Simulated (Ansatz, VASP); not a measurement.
# One calculation of Si, two programs

INCAR

```
SYSTEM = Si
ALGO = Normal ; EDIFF = 1E-6
ENCUT = 520 ; GGA = CA
ISIF = 2 ; ISMEAR = -1
LASPH = .TRUE. ; LCHARG = .TRUE.
LELF = .TRUE. ; LREAL = .FALSE.
LVHAR = .TRUE. ; LWAVE = .FALSE.
NBANDS = 11 ; NELM = 100
PREC = Accurate ; SIGMA = 0.08
```

The input KPOINTS:

```
k-points
0
G
  11 11 11
  0 0 0
```

The input POSCAR:

```
Si
1.0
   -0.0814641000      2.6747379500      2.6747379500
    2.6747379500     -0.0814641000      2.6747379500
    2.6747379500      2.6747379500     -0.0814641000
Si
2
Direct
    0.5000000000      0.5000000000      0.5000000000
    0.7500000000      0.7500000000      0.7500000000
```

Input for Ansatz:

```yaml
crystal:
  lattice:
    - [-0.0814641, 2.67473795, 2.67473795]
    - [2.67473795, -0.0814641, 2.67473795]
    - [2.67473795, 2.67473795, -0.0814641]
  atoms:
    - { symbol: Si, position: [0.5, 0.5, 0.5] }
    - { symbol: Si, position: [0.75, 0.75, 0.75] }
kpoints:
  mp_grid: { grid: [11, 11, 11] }
  band_path:
    path:
      - [0.0, 0.0, 0.0]
      - [0.5, 0.5, 0.5]
      - [0.2579113083, 0.5, 0.7420886917]
      - [-0.2579113083, 0.2579113083, 0.5]
      - [0.0, 0.0, 0.5]
      - [0.0, 0.0, 0.0]
      - [-0.3789556542, 0.0, 0.3789556542]
      - [0.0, 0.3789556542, 0.6210443458]
      - [0.0, 0.5, 0.5]
    npoints: 5
scf:
  occupations: { method: fermi_dirac, width: 0.08 }
hamiltonian:
  xc: lda
  pseudopotentials: { kind: all_electron, lapw: { basis_error: 0.00025 } }
output:
  forces: true
  stress: true
  eigenvalues: true
```

Change from the starting cell: equal xy, yz and zx shear strains of -3 %.

Alike in both runs: task single point; functional LDA; k mesh 11 × 11 × 11; occupations fermi-dirac, width 0.08 eV; no spin polarisation.

|  | VASP | Ansatz |
| --- | --- | --- |
| version | VASP 6.6.1 | Ansatz 0.2.0 |
| potentials or method | VASP PAW LDA potentials, release 64 (Si), cutoff 520 eV | all-electron LAPW, scalar-relativistic |

```tsv
	VASP	Ansatz	Ansatz less VASP
pressure (GPa)	-1.1	-1.2	-0.10
traceless stress, the component that is largest in VASP (GPa)	3.24	3.22	-0.021
rms of the force components (eV/Å)	0.328	0.327	-0.0006
```

LDA's correlation is that of Perdew and Zunger in VASP and of Perdew and Wang (1992) in Ansatz. Atom by atom the forces differ by 0.001 eV/Å (rms over components). Ansatz ran all-electron here, and VASP with PAW potentials.
